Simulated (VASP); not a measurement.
Here is a VASP 6.6.1 calculation.

Contents of POSCAR:

```
ZnS
1.0
    3.8109987816      0.0000000000      0.0000000000
   -1.9054993908      3.3004217586      0.0000000000
    0.0000000000      0.0000000000      6.2340000000
Zn S
2 2
Direct
    0.3333333333      0.6666666667      0.0000000000
    0.6666666667      0.3333333333      0.5000000000
    0.2939735727      0.6666666667      0.3850000000
    0.6666666667      0.3333333333      0.8850000000
```

File INCAR.step1:

```
PREC = Accurate
ENCUT = 520
ISMEAR = 0
SIGMA = 0.05
LREAL = False
LASPH = True
NELM = 100
NBANDS = 26
GGA = PE
ALGO = Normal
EDIFF = 1E-4
LWAVE = True
LCHARG = False
```

File INCAR.step2:

```
PREC = Accurate
ENCUT = 520
EDIFF = 1E-7
ISMEAR = 0
SIGMA = 0.05
LREAL = False
LASPH = True
NELM = 100
ALGO = Normal
ISIF = 2
LWAVE = False
LCHARG = True
METAGGA = R2SCAN
LMIXTAU = True
LELF = True
LVHAR = True
NBANDS = 26
ISTART = 1
```

The input KPOINTS:

```
regular mesh
0
Gamma
  6 6 4
```

Potentials or basis: VASP PAW PBE potentials, release 64 (Zn, S).

Launch:

```sh
$ cat potpaw_PBE.64/Zn/POTCAR potpaw_PBE.64/S/POTCAR > POTCAR
$ cp INCAR.step1 INCAR
$ mpirun -np 1 vasp_std > vasp.out
$ cp INCAR.step2 INCAR
$ mpirun -np 1 vasp_std > vasp.out
```

Problem. Predict the pressure.

Solution. 0.7 GPa.

Problem. Estimate the band gap on the k mesh.

Solution. 2.79 eV.

Problem. Estimate the largest force.

Solution. 1.278 eV/Å.

Stress tensor (GPa, compression positive):
```
 1.74  2.27 -1.19
 2.27  1.18 -0.36
-1.19 -0.36 -0.95
```

Caveat: the cell differs from its parent crystal (atom 3 (S) moved by (-0.150, +0.000) A along x and y); the PAW data sets were made with another functional, which shifts forces and pressure a little.
